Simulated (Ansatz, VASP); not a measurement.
# Two plane-wave programs on ScAl2

```xyz
6
Lattice="0.0000 3.7938 3.7938 3.7938 0.0000 3.7938 3.7938 3.7938 0.0000" Properties=species:S:1:pos:R:3 pbc="T T T"
Sc    3.7938    3.7938    3.7938
Sc    5.6907    5.6907    5.6907
Al    0.9484    0.9484    0.9484
Al    0.9484    2.8453    2.8453
Al    2.8453    0.9484    2.8453
Al    2.8453    2.8453    0.9484
```

Alike in both runs: functional r2SCAN; k mesh 2 × 2 × 2; occupations gaussian, width 0.1 eV; no spin polarisation.

Ansatz relaxed the structure, and its values are those at the end. VASP's run is a single point on that final structure, the one shown.

|  | VASP | Ansatz |
| --- | --- | --- |
| version | VASP 6.6.1 | Ansatz 0.2.0 |
| potentials or method | VASP PAW PBE potentials, release 64 (Sc_sv, Al), cutoff 520 eV | scalar-relativistic, plane waves, PAW |
| valence electrons in the cell | 34 | 34 |

|  | VASP | Ansatz | Ansatz less VASP |
| --- | --- | --- | --- |
| gap on the k mesh at the Fermi level (eV) | none | none | - |
| pressure (GPa) | 0.0 | 0.0 | +0.03 |

VASP's potentials were made for PBE, not for r2SCAN. A gap of «none» marks a metal or a gap that the smearing closes.

The k mesh is coarse, so the values compare programs but aren't converged.
